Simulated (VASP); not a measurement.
C, 2 atoms in the cell. It takes space group C2/m (No. 12, monoclinic). Conventional cell: a = 4.311 Å, b = 2.489 Å, c = 3.814 Å, α = 90.00°, β = 111.49°, γ = 90.00°. C (site symmetry m) has 3 C at 1.44 Å within 1.9 Å. 

```yaml
Program: VASP 6.6.1
Task: single point
Functional: PBE0
Potentials_or_basis: VASP PAW PBE potentials, release 64 (C)
Cutoff: 520 eV
k_mesh: 6 × 6 × 4
Occupations: fermi-dirac, width 0.05 eV
Spin: no spin polarisation
Dipole_correction: no
Grid_for_exact_exchange_PRECFOCK: Normal
Further_INCAR_settings: ALGO = Normal; EDIFF = 1e-07; NBANDS = 11
Share_of_exact_exchange: 0.25
```

Potentials or basis: VASP PAW PBE potentials, release 64 (C).

Command:

```sh
$ cat potpaw_PBE.64/C/POTCAR > POTCAR
$ cp INCAR.step1 INCAR
$ mpirun -np 1 vasp_std > vasp.out
$ cp INCAR.step2 INCAR
$ mpirun -np 1 vasp_std > vasp.out
```

Hardware: 1 thread of Intel Xeon 8259CL (shared host).

Q: Estimate the wall time of this run.

A: Wall time 14 min on 1 thread of Intel Xeon 8259CL (shared host), peak memory 0.14 GiB. Counts: k points 47.
